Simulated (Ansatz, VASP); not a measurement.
## Al: VASP beside Ansatz

Contents of INCAR:

```
ALGO = Normal
EDIFF = 1E-6
ENCUT = 520
GGA = PE
ISIF = 2
ISMEAR = 0
IVDW = 12
LASPH = T
LCHARG = F
LREAL = F
LWAVE = F
NBANDS = 14
NELM = 80
PREC = Accurate
SIGMA = 0.15
```

KPOINTS

```
k-points
0
Gamma
  18 18 4
```

POSCAR

```
Al
1.0
    2.7356000000      0.0000000000      0.0000000000
   -1.3678000000      2.3690990946      0.0000000000
    0.0000000000      0.0000000000      8.4426000000
Al
4
Direct
    0.0000000000      0.0000000000      0.0000000000
    0.3333333333      0.6666666667      0.2500000000
    0.0000000000      0.0000000000      0.5000000000
    0.6666666667      0.3333333333      0.7500000000
```

Input for Ansatz:

```yaml
crystal:
  lattice:
    - [2.7356, 0.0, 0.0]
    - [-1.3678, 2.3690990946, 0.0]
    - [0.0, 0.0, 8.4426]
  atoms:
    - { symbol: Al, position: [0.0, 0.0, 0.0] }
    - { symbol: Al, position: [0.3333333333, 0.6666666667, 0.25] }
    - { symbol: Al, position: [0.0, 0.0, 0.5] }
    - { symbol: Al, position: [0.6666666667, 0.3333333333, 0.75] }
basis:
  ecutwfc: 420
kpoints:
  mp_grid: { grid: [18, 18, 4] }
hamiltonian:
  xc: pbe
  pseudopotentials: { kind: paw, azcp: { folder: soft_1 } }
  dispersion: d3bj
scf:
  occupations: { method: gaussian, width: 0.15 }
output:
  forces: true
  stress: true
  eigenvalues: true
```

Alike in both runs: task single point; functional PBE; dispersion D3(BJ); k mesh 18 × 18 × 4; occupations gaussian, width 0.15 eV; no spin polarisation.

|  | VASP | Ansatz |
| --- | --- | --- |
| version | VASP 6.6.1 | Ansatz 0.2.0 |
| potentials or method | VASP PAW PBE potentials, release 64 (Al), cutoff 520 eV | scalar-relativistic, plane waves, PAW |
| valence electrons in the cell | 12 | 12 |

```tsv
	VASP	Ansatz	Ansatz less VASP
gap on the k mesh at the Fermi level (eV)	none	none	-
pressure (GPa)	17.9	17.9	-0.02
traceless stress, the component that is largest in VASP (GPa)	5.52	5.52	-0.002
```

A gap of «none» marks a metal or a gap that the smearing closes.
